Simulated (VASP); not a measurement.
A run of VASP 6.6.1:

File POSCAR:

```
ScB2
1.0
    3.1429284226      0.0000000000      0.0000000000
   -1.5714642113      2.7218558563      0.0000000000
    0.0000000000      0.0000000000      3.5251313858
Sc B
1 2
Direct
    0.0000000000      0.0000000000      0.0000000000
    0.3333333333      0.6666666667      0.5000000000
    0.6666666667      0.3333333333      0.5000000000
```

INCAR.step1

```
  PREC = Accurate
  ENCUT = 520
  ISMEAR = -5
  SIGMA = 0.1
  LREAL = F
  LASPH = T
  NELM = 100
  LMAXMIX = 4
  NBANDS = 16
  GGA = PE
  ALGO = Normal
  EDIFF = 1E-4
  LWAVE = T
  LCHARG = F
```

The input INCAR.step2:

```
  PREC = Accurate
  ENCUT = 520
  EDIFF = 1E-7
  ISMEAR = 0
  SIGMA = 0.1
  LREAL = F
  LASPH = T
  NELM = 100
  ALGO = Normal
  ISIF = 2
  LWAVE = F
  LCHARG = F
  LMAXMIX = 4
  METAGGA = R2SCAN
  LMIXTAU = T
  LORBIT = 10
  NBANDS = 16
  ISTART = 1
```

The input KPOINTS:

```
Automatic mesh
0
Gamma
  15 15 12
```

Potentials or basis: VASP PAW PBE potentials, release 64 (Sc_sv, B).

Command:

```console
$ cat potpaw_PBE.64/Sc_sv/POTCAR potpaw_PBE.64/B/POTCAR > POTCAR
$ cp INCAR.step1 INCAR
$ mpirun -np 1 vasp_std > vasp.out
$ cp INCAR.step2 INCAR
$ mpirun -np 1 vasp_std > vasp.out
```

Hardware: 1 thread of Intel(R) Xeon(R) Platinum 8488C (Sapphire Rapids), with other jobs on the host.

Question: Estimate the wall time of this run.

Answer: Run time: 3.7 min on 1 thread of Intel(R) Xeon(R) Platinum 8488C (Sapphire Rapids), on a shared host, peak memory 0.21 GiB. Counts: k points 189.
